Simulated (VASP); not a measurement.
# Ta5W (Cmmm) in VASP: further runs

Runs on Ta5W. Level: PBE. Tasks: single point, relaxation of cell and atoms.

Everything below comes from runs of VASP 6.6.1. Logs are shortened: lines on timing, memory, paths and dates and some standing lists are left out, and cuts for length are marked.

## Step 1: The cell of the first run

The structure is orthorhombic, space group Cmmm (No. 65). Conventional cell: a = 3.230 Å, b = 4.568 Å, c = 13.705 Å, α = 90.00°, β = 90.00°, γ = 90.00°. Ta (site symmetry mm2) has 10 Ta at 2.80 to 3.23 Å and 4 W at 2.80 to 3.23 Å within 3.7 Å. Within 3.7 Å of Ta (site symmetry mm2) lie 14 Ta at 2.80 to 3.23 Å. Within 3.7 Å of Ta (site symmetry mmm) lie 14 Ta at 2.80 to 3.23 Å. W (site symmetry mmm) has 6 W at 2.80 to 3.23 Å and 8 Ta at 2.80 to 3.23 Å within 3.7 Å.

## Step 2: Single point, PBE

INCAR reads:

```
SYSTEM = Ta5W
PREC     = Accurate       ! precision mode
ENCUT    = 520            ! plane-wave cutoff, eV
EDIFF    = 1E-6           ! SCF threshold, eV
ISMEAR   = 0              ! smearing method
SIGMA    = 0.1            ! smearing width, eV
LREAL    = .FALSE.        ! projectors in reciprocal space
LASPH    = .TRUE.         ! aspherical terms in the spheres
NELM     = 60             ! most SCF steps
ALGO     = Fast           ! electronic algorithm
ISIF     = 2              ! what is computed and relaxed
LWAVE    = .FALSE.        ! write WAVECAR
LCHARG   = .FALSE.        ! write CHGCAR
GGA      = PE             ! functional
NBANDS   = 44             ! bands
```

KPOINTS reads:

```
Automatic mesh
0
G
  6 6 2
  0 0 0
```

POSCAR reads:

```
Ta5W
1.0
    1.6151444000     -2.2841591100      0.0000000000
    1.6151444000      2.2841591100      0.0000000000
    0.0000000000      0.0000000000     13.7049546700
Ta W
5 1
Direct
    0.0000000000      0.0000000000      0.1666666700
    0.5000000000      0.5000000000      0.3333333300
    0.0000000000      0.0000000000      0.5000000000
    0.5000000000      0.5000000000      0.6666666700
    0.0000000000      0.0000000000      0.8333333300
    0.5000000000      0.5000000000      0.0000000000
```

Potentials or basis: VASP PAW PBE potentials, release 64 (Ta_pv, W_sv).

The run is started by

```console
> cat potpaw_PBE.64/Ta_pv/POTCAR potpaw_PBE.64/W_sv/POTCAR > POTCAR
> mpirun -np 1 vasp_std > vasp.out
```

OUTCAR:

```text
SYSTEM = Ta5W
   PREC = Accurate
   ENCUT = 520
   EDIFF = 1E-6
   ISMEAR = 0
   LREAL = .FALSE.
   LASPH = .TRUE.
   NELM = 60
   ISIF = 2
   GGA = PE

 ion  position               nearest neighbor table
   1  0.000  0.000  0.167-   2 2.80   2 2.80   6 2.80   6 2.80   2 3.23   2 3.23   6 3.23   6 3.23

   2  0.500  0.500  0.333-   1 2.80   1 2.80   3 2.80   3 2.80   1 3.23   1 3.23   3 3.23   3 3.23

   3  0.000  0.000  0.500-   2 2.80   4 2.80   2 2.80   4 2.80   2 3.23   4 3.23   2 3.23   4 3.23

   4  0.500  0.500  0.667-   5 2.80   5 2.80   3 2.80   3 2.80   5 3.23   5 3.23   3 3.23   3 3.23

   5  0.000  0.000  0.833-   4 2.80   4 2.80   6 2.80   6 2.80   4 3.23   4 3.23   6 3.23   6 3.23

   6  0.500  0.500  0.000-   1 2.80   5 2.80   1 2.80   5 2.80   1 3.23   5 3.23   1 3.23   5 3.23

  LATTYP: Found a base centered orthorhombic cell.
 ALAT       =     3.2302888000
 B/A-ratio  =     1.4142135589
 C/A-ratio  =     4.2426406797

  Lattice vectors:

 A1 = (   1.6151444000,  -2.2841591100,   0.0000000000)
 A2 = (   1.6151444000,   2.2841591100,   0.0000000000)
 A3 = (   0.0000000000,   0.0000000000,  13.7049546700)

Analysis of symmetry for initial positions (statically):
=====================================================================
 Subroutine PRICEL returns:
 Original cell was already a primitive cell.

 Routine SETGRP: Setting up the symmetry group for a
 base centered orthorhombic supercell.

 Subroutine GETGRP returns: Found  8 space group operations
 (whereof  8 operations were pure point group operations)
 out of a pool of  8 trial point group operations.

The static configuration has the point symmetry D_2h.

Analysis of symmetry for dynamics (positions and initial velocities):
=====================================================================
 Subroutine PRICEL returns:
 Original cell was already a primitive cell.

 Routine SETGRP: Setting up the symmetry group for a
 base centered orthorhombic supercell.

 Subroutine GETGRP returns: Found  8 space group operations
 (whereof  8 operations were pure point group operations)
 out of a pool of  8 trial point group operations.

The dynamic configuration has the point symmetry D_2h.

 Subroutine INISYM returns: Found  8 space group operations
 (whereof  8 operations are pure point group operations),
 and found     1 'primitive' translations

----------------------------------------------------------------------------------------

                                     Primitive cell

  volume of cell :     101.1219

  direct lattice vectors                    reciprocal lattice vectors
     1.615144400 -2.284159110  0.000000000     0.309569844 -0.218898937  0.000000000
     1.615144400  2.284159110  0.000000000     0.309569844  0.218898937  0.000000000
     0.000000000  0.000000000 13.704954670     0.000000000  0.000000000  0.072966312

  length of vectors
     2.797512158  2.797512158 13.704954670     0.379144079  0.379144079  0.072966312

  position of ions in fractional coordinates (direct lattice)
     0.000000000  0.000000000  0.166666670
     0.500000000  0.500000000  0.333333330
     0.000000000  0.000000000  0.500000000
     0.500000000  0.500000000  0.666666670
     0.000000000  0.000000000  0.833333330
     0.500000000  0.500000000  0.000000000

  ion indices of the primitive-cell ions
   primitive index   ion index
                 1           1
                 2           2
                 3           3
                 4           4
                 5           5
                 6           6

----------------------------------------------------------------------------------------

 KPOINTS: Automatic mesh

Automatic generation of k-mesh.
 Grid dimensions read from file:
 generate k-points for:    6    6    2

 Generating k-lattice:

  Cartesian coordinates                     Fractional coordinates (reciprocal lattice)
     0.051594974 -0.036483156  0.000000000     0.166666667  0.000000000  0.000000000
     0.051594974  0.036483156  0.000000000     0.000000000  0.166666667  0.000000000
     0.000000000  0.000000000  0.036483156     0.000000000  0.000000000  0.500000000

  Length of vectors
     0.063190680  0.063190680  0.036483156

  Shift w.r.t. Gamma in fractional coordinates (k-lattice)
     0.000000000  0.000000000  0.000000000

 Subroutine IBZKPT returns following result:
 ===========================================

 Found     26 irreducible k-points:

 Following reciprocal coordinates:
            Coordinates               Weight
  0.000000  0.000000  0.000000      1.000000
  0.166667  0.000000  0.000000      4.000000
  0.333333  0.000000  0.000000      4.000000
  0.500000  0.000000  0.000000      2.000000
  0.166667  0.166667  0.000000      2.000000
  0.333333  0.166667  0.000000      4.000000
[... 16 lines left out ...]
  0.333333  0.333333  0.500000      2.000000
  0.500000  0.333333  0.500000      4.000000
 [... further k-points ...]
   k-points           NKPTS =     26   k-points in BZ     NKDIM =     26   number of bands    NBANDS=     44
   number of dos      NEDOS =    301   number of ions     NIONS =      6
   total plane-waves  NPLWV =  62208
   dimension x,y,z NGX =    24 NGY =   24 NGZ =  108
   dimension x,y,z NGXF=    48 NGYF=   48 NGZF=  216
   ions per type =               5   1
   NGX,Y,Z   is equivalent  to a cutoff of  14.26, 14.26, 13.10 a.u.
   NGXF,Y,Z  is equivalent  to a cutoff of  28.52, 28.52, 26.20 a.u.
 SYSTEM =  Ta5W
   PREC   = accura    normal or accurate (medium, high low for compatibility)
   ISTART =      0    job   : 0-new  1-cont  2-samecut
   ICHARG =      2    charge: 1-file 2-atom 10-const
   ISPIN  =      1    spin polarized calculation?
   LNONCOLLINEAR =      F non collinear calculations
   LSORBIT =      F    spin-orbit coupling
   LASPH  =      T    aspherical Exc in radial PAW
   ENCUT  =  520.0 eV  38.22 Ry    6.18 a.u.   5.20  5.20 25.48*2*pi/ulx,y,z
   NELM   =     60;   NELMIN=  2; NELMDL= -5     # of ELM steps
   EDIFF  = 0.1E-05   stopping-criterion for ELM
   LREAL  =      F    real-space projection
   EDIFFG = 0.1E-04   stopping-criterion for IOM
   NSW    =      0    number of steps for IOM
   IBRION =     -1    ionic relax: 0-MD 1-quasi-New 2-CG
   NFREE  =      0    steps in history (QN), initial steepest desc. (CG)
   ISIF   =      2    stress and relaxation
   ISYM   =      2    0-nonsym 1-usesym 2-fastsym
   POTIM  = 0.5000    time-step for ionic-motion
   TEBEG  =    0.0;   TEEND  =   0.0 temperature during run
   PSTRESS=    0.0 pullay stress
   NELECT =      69.0000    total number of electrons
   NUPDOWN=      -1.0000    fix difference up-down
   EMIN   =  10.00;   EMAX   =-10.00  energy-range for DOS
   EFERMI =   0.00;   METHOD = LEGACY
   ISMEAR =     0;   SIGMA  =   0.10  broadening in eV -4-tet -1-fermi 0-gaus
   EFERMI_NEDOS =   21; number of points for ismear=-14 and -15
   IALGO  =     68    algorithm
   IMIX   =      4    mixing-type and parameters
     AMIX     =   0.40;   BMIX     =  1.00
     AMIX_MAG =   1.60;   BMIX_MAG =  1.00
  volume/ion in A,a.u.               =      16.85       113.73
  Fermi-wavevector in a.u.,A,eV,Ry     =   1.441261  2.723589 28.262491  2.077234
  Thomas-Fermi vector in A             =   2.559913
   LORBIT       =      0    0 simple, 1 ext, 2 COOP (PROOUT), +10 PAW based schemes
   GGA     = PE    functional components
   LHFCALC =     F    Hartree Fock is set to
   AEXX    =    0.0000 exact exchange contribution
   IVDW    =     0    specifies the selected vdW correction
   LEPSILON=     F    determine dielectric tensor
   LRPA    =     F    only Hartree local field effects (RPA)
 non-spin polarized calculation
 RMM-DIIS sequential band-by-band and
 Gauss-broadening in eV      SIGMA  =   0.10
  energy-cutoff  :      520.00
  volume of cell :      101.12
 maximum number of plane-waves:      2748
 NGX is ok and might be reduce to    24
   NGX = 11   NGY = 11   NGZ = 51

 number of electron      69.0000002 magnetization

 Free energy of the ion-electron system (eV)
  ---------------------------------------------------
  ext. energy  EPLUGINS =         0.00000000
  ---------------------------------------------------
  free energy    TOTEN  =       -71.64177119 eV

  energy without entropy =      -71.58049515  energy(sigma->0) =      -71.61113317

 E-fermi :   6.6469     XC(G=0): -13.0151

 val. band max:        6.6455050346   @ k =   0.0000   0.0000   0.0000
 cond. band min:       6.6561846055   @ k =   0.0000   0.0000   0.0000
 fundamental gap:      0.0106795709
 Fermi energy:         6.6468723080

 k-point     1 :       0.0000    0.0000    0.0000
  band No.  band energies     occupation
      1     -66.6612      2.00000
      2     -30.9565      2.00000
      3     -30.5637      2.00000
      4     -30.3900      2.00000
      5     -27.4765      2.00000
      6     -27.2517      2.00000
[... 36 lines left out ...]
     43      10.2144      0.00000
     44      10.4710      0.00000

 k-point     2 :       0.1667    0.0000    0.0000
  band No.  band energies     occupation
      1     -66.6484      2.00000
      2     -30.9278      2.00000
      3     -30.7099      2.00000
      4     -30.4567      2.00000
      5     -27.3854      2.00000
      6     -27.2203      2.00000
[... 36 lines left out ...]
     43      10.0001      0.00000
     44      10.0724      0.00000

 k-point     3 :       0.3333    0.0000    0.0000
  band No.  band energies     occupation
      1     -66.6227      2.00000
      2     -31.0823      2.00000
      3     -30.8712      2.00000
      4     -30.4923      2.00000
      5     -27.3562      2.00000
      6     -27.3365      2.00000
[... 36 lines left out ...]
     43      11.0912      0.00000
     44      11.2542      0.00000

 k-point     4 :       0.5000    0.0000    0.0000
  band No.  band energies     occupation
      1     -66.6097      2.00000
      2     -31.2682      2.00000
      3     -30.8436      2.00000
      4     -30.5024      2.00000
      5     -27.5445      2.00000
      6     -27.5172      2.00000
[... 882 lines left out ...]
     43       8.9717      0.00000
     44       9.0162      0.00000

 k-point    23 :       0.3333    0.3333    0.5000
  band No.  band energies     occupation
      1     -66.5888      2.00000
      2     -31.0673      2.00000
      3     -30.9937      2.00000
      4     -30.8025      2.00000
      5     -27.2414      2.00000
      6     -27.2412      2.00000
[... 36 lines left out ...]
     43      11.6186      0.00000
     44      11.6850      0.00000

 k-point    24 :       0.5000    0.3333    0.5000
  band No.  band energies     occupation
      1     -66.5808      2.00000
      2     -31.2159      2.00000
      3     -30.9113      2.00000
      4     -30.7915      2.00000
      5     -27.4072      2.00000
      6     -27.3634      2.00000
[... 36 lines left out ...]
     43      10.5749      0.00000
     44      11.7907      0.00000

 [... further k-points ...]
[... 5 lines left out ...]
  --------------------------------------------------------------------------------------
  -------------------------------------------------------------------------------------
  Total        7.9645749      9.1559296      8.3769721      0.0000000      0.0000000      0.0000000
  in kB      126.1908527    145.0666951    132.7248806      0.0000000      0.0000000      0.0000000
  external PRESSURE =     134.6608095 kB  Pullay stress =       0.0000000 kB

 VOLUME and BASIS-vectors are now :
 -----------------------------------------------------------------------------
  energy-cutoff  :      520.00
  volume of cell :      101.12
      direct lattice vectors                 reciprocal lattice vectors
     1.615144400 -2.284159110  0.000000000     0.309569844 -0.218898937  0.000000000
     1.615144400  2.284159110  0.000000000     0.309569844  0.218898937  0.000000000
     0.000000000  0.000000000 13.704954670     0.000000000  0.000000000  0.072966312

 POSITION                                       TOTAL-FORCE (eV/Angst)
 -----------------------------------------------------------------------------------
      0.00000      0.00000      2.28416        -0.000000      0.000000     -0.804607
      1.61514      0.00000      4.56832         0.000000      0.000000      0.046634
      0.00000      0.00000      6.85248        -0.000000      0.000000     -0.000000
      1.61514      0.00000      9.13664         0.000000      0.000000     -0.046634
      0.00000      0.00000     11.42080        -0.000000      0.000000      0.804607
      1.61514      0.00000      0.00000        -0.000000     -0.000000     -0.000000
 -----------------------------------------------------------------------------------
    total drift:                               -0.000000     -0.000000     -0.000000

  FREE ENERGIE OF THE ION-ELECTRON SYSTEM (eV)
  ---------------------------------------------------
  free  energy   TOTEN  =       -71.6417711862 eV

  energy  without entropy=      -71.5804951454  energy(sigma->0) =      -71.61113317
```

Run time: 2.4 min. Hardware: 1 thread of Intel Xeon 6975P-C (Granite Rapids), shared host; peak memory 0.28 GiB.

Results:

```
Free energy   : -71.6418 eV
Pressure      : 13.5 GPa
Largest force : 0.805 eV/Å
```

Forces on the atoms (eV/Å):
```
Ta   0.000  0.000 -0.805
Ta   0.000  0.000  0.047
Ta   0.000  0.000  0.000
Ta   0.000  0.000 -0.047
Ta   0.000  0.000  0.805
W    0.000  0.000  0.000
```

Caveat: the k points lie up to 0.40 Å⁻¹ apart; spin-orbit coupling is left out, which moves the levels of the heavy elements.

## Step 3: Single point, PBE

This run uses another cell than the first one, of 17.91 Å³/atom, 1.063 times its volume.

INCAR reads:

```
PREC = Accurate
ENCUT = 520
EDIFF = 1E-6
ISMEAR = 0
SIGMA = 0.1
LREAL = False
LASPH = True
NELM = 100
ALGO = Fast
ISIF = 2
LWAVE = False
LCHARG = False
GGA = PE
NBANDS = 44
```

KPOINTS reads:

```
Automatic mesh
0
Gamma
  6 6 2
```

POSCAR reads:

```
Ta5W
1.0
    1.6373492408     -2.3523406689      0.0000000000
    1.6373492408      2.3523406689      0.0000000000
    0.0000000000      0.0000000000     13.9490177161
Ta W
5 1
Direct
    0.0000000000      0.0000000000      0.1592057541
    0.5000000000      0.5000000000      0.3302338035
    0.0000000000      0.0000000000      0.5000000000
    0.5000000000      0.5000000000      0.6697661965
    0.0000000000      0.0000000000      0.8407942459
    0.5000000000      0.5000000000      0.0000000000
```

Potentials or basis: VASP PAW PBE potentials, release 64 (Ta_pv, W_sv).

The run is started by

```console
> cat potpaw_PBE.64/Ta_pv/POTCAR potpaw_PBE.64/W_sv/POTCAR > POTCAR
> mpirun -np 1 vasp_std > vasp.out
```

Run time: 1.9 min. Hardware: 1 thread of Intel Xeon 6975P-C (Granite Rapids), shared host; peak memory 0.29 GiB.

It converged, with:

```yaml
Free_energy: -71.9783 eV
Pressure: 0.2 GPa
Largest_force: 0.042 eV/Å
```

Forces on the atoms (eV/Å):
```
Ta   0.000  0.000  0.042
Ta   0.000  0.000 -0.023
Ta   0.000  0.000  0.000
Ta   0.000  0.000  0.023
Ta   0.000  0.000 -0.042
W    0.000  0.000  0.000
```

Stress tensor (GPa, compression positive):
```
-0.02  0.00  0.00
 0.00  0.41  0.00
 0.00  0.00  0.14
```

Levels at points of the mesh, in eV from the Fermi level:
```tsv
k point	band 32	band 33	band 34	band 35	band 36	band 37
(0.00, 0.00, 0.00)	0.14	0.16	0.21	0.31	0.50	0.77
(0.50, 0.00, 0.00)	-0.64	-0.58	0.88	0.99	1.02	1.09
(0.50, 0.50, 0.00)	-0.47	-0.09	1.42	1.81	1.94	2.81
(0.00, 0.00, 0.50)	0.26	0.31	0.53	0.56	0.62	0.73
(0.50, 0.00, 0.50)	-0.17	-0.17	-0.06	0.03	1.55	1.64
(0.50, 0.50, 0.50)	0.56	0.74	1.06	1.23	1.46	1.79
```

Caveat: the k points lie up to 0.39 Å⁻¹ apart; spin-orbit coupling is left out, which moves the levels of the heavy elements.

## Step 4: Relaxation of cell and atoms, PBE

INCAR reads:

```
PREC = Accurate
ENCUT = 600
EDIFF = 1E-7
ISMEAR = 0
SIGMA = 0.1
LREAL = F
LASPH = T
NELM = 100
ALGO = Fast
ISIF = 3
LWAVE = F
LCHARG = F
GGA = PE
IBRION = 2
NSW = 90
EDIFFG = -0.04
```

KPOINTS reads:

```
regular mesh
0
Gamma
  6 6 2
```

POSCAR reads:

```
Ta5W
1.0
    1.6151444000     -2.2841591100      0.0000000000
    1.6151444000      2.2841591100      0.0000000000
    0.0000000000      0.0000000000     13.7049546700
Ta W
5 1
Direct
    0.0000000000      0.0000000000      0.1666666700
    0.5000000000      0.5000000000      0.3333333300
    0.0000000000      0.0000000000      0.5000000000
    0.5000000000      0.5000000000      0.6666666700
    0.0000000000      0.0000000000      0.8333333300
    0.5000000000      0.5000000000      0.0000000000
```

The run is started by

```console
> cat potpaw_PBE.64/Ta_pv/POTCAR potpaw_PBE.64/W_sv/POTCAR > POTCAR
> mpirun -np 1 vasp_std > vasp.out
```

It took 18 min on 1 thread of Intel Xeon 6975P-C (Granite Rapids), shared host; peak memory 0.32 GiB.

Results (log left out):

* Free energy: -71.9769 eV
* Relaxed volume: 17.93 Å³/atom
* Relaxed cell: a = 2.864 Å, b = 2.864 Å, c = 13.932 Å, α = 90.00°, β = 90.00°, γ = 109.63°
* Space group after relaxing (to 0.05 Å): Cmmm (No. 65)
* Energy gained by relaxing: 55.5 meV/atom
* Ionic steps: 13
* Pressure after relaxing: 0.0 GPa
* Largest force after relaxing: 0.028 eV/Å

Forces on the atoms (eV/Å):
```
Ta   0.000  0.000  0.028
Ta   0.000  0.000 -0.001
Ta   0.000  0.000  0.000
Ta   0.000  0.000  0.001
Ta   0.000  0.000 -0.028
W    0.000  0.000  0.000
```

Stress tensor (GPa, compression positive):
```
-0.24  0.00  0.00
 0.00  0.34  0.00
 0.00  0.00 -0.06
```

Step by step:
```csv
step,energy change (eV),largest force (eV/Å),pressure (GPa),volume (Å³)
1,0.0000,0.8052,13.50,101.12
2,0.9001,0.4752,-21.73,123.35
3,-0.2727,0.6420,-0.98,107.94
4,-0.2734,0.6488,-0.39,107.62
5,-0.3045,0.4000,-0.18,107.56
6,-0.3210,0.2490,0.26,107.47
7,-0.3210,0.2576,0.30,107.46
8,-0.3267,0.1758,-0.74,108.01
9,-0.3272,0.1414,-1.16,108.24
10,-0.3300,0.1022,-0.83,108.05
11,-0.3327,0.0405,0.23,107.49
12,-0.3328,0.0348,0.01,107.61
13,-0.3331,0.0276,0.01,107.60
```

Final structure:
```
Ta W
1.0
     1.65004   -2.34043    0.00000
     1.65004    2.34043    0.00000
     0.00000    0.00000   13.93163
Ta W
5 1
Direct
  0.00000 0.00000 0.15943
  0.50000 0.50000 0.33019
  0.00000 0.00000 0.50000
  0.50000 0.50000 0.66981
  0.00000 0.00000 0.84057
  0.50000 0.50000 0.00000
```

Levels at points of the mesh, in eV from the Fermi level:
```
           k point  band 32  band 33  band 34  band 35  band 36  band 37
(0.00, 0.00, 0.00)     0.13     0.20     0.21     0.35     0.59     0.70
(0.50, 0.00, 0.00)    -0.65    -0.59     0.85     0.97     0.99     1.05
(0.50, 0.50, 0.00)    -0.55    -0.19     1.50     1.84     2.00     2.82
(0.00, 0.00, 0.50)     0.25     0.39     0.45     0.55     0.64     0.75
(0.50, 0.00, 0.50)    -0.20    -0.19    -0.08     0.01     1.52     1.61
(0.50, 0.50, 0.50)     0.62     0.80     0.97     1.14     1.47     1.81
```

Caveat: the k points lie up to 0.39 Å⁻¹ apart in the final cell; spin-orbit coupling is left out, which moves the levels of the heavy elements.

## Step 5: Summary

```csv
task,cell,cutoff (eV),gap on the mesh (eV),pressure (GPa),largest force (eV/Å)
single point,"a = 2.798, b = 2.798, c = 13.705 Å, angles 90.0, 90.0, 109.5°, 6 atoms",520,none,13.5,0.80
single point,"a = 2.866, b = 2.866, c = 13.949 Å, angles 90.0, 90.0, 110.3°, 6 atoms",520,none,0.2,0.04
relaxation of cell and atoms,"relaxed from a = 2.798, b = 2.798, c = 13.705 Å, angles 90.0, 90.0, 109.5°, 6 atoms",600,none,0.0,0.03
```

Alike in all rows: level PBE; potentials or basis VASP PAW PBE potentials, release 64 (Ta_pv, W_sv); no spin polarisation; k mesh 6 × 6 × 2; smearing gaussian 0.1 eV.

Caveats: all runs use coarse meshes; spin-orbit coupling is left out, which moves the levels of the heavy elements.

Absolute energies hang on the potentials; compare differences alone.
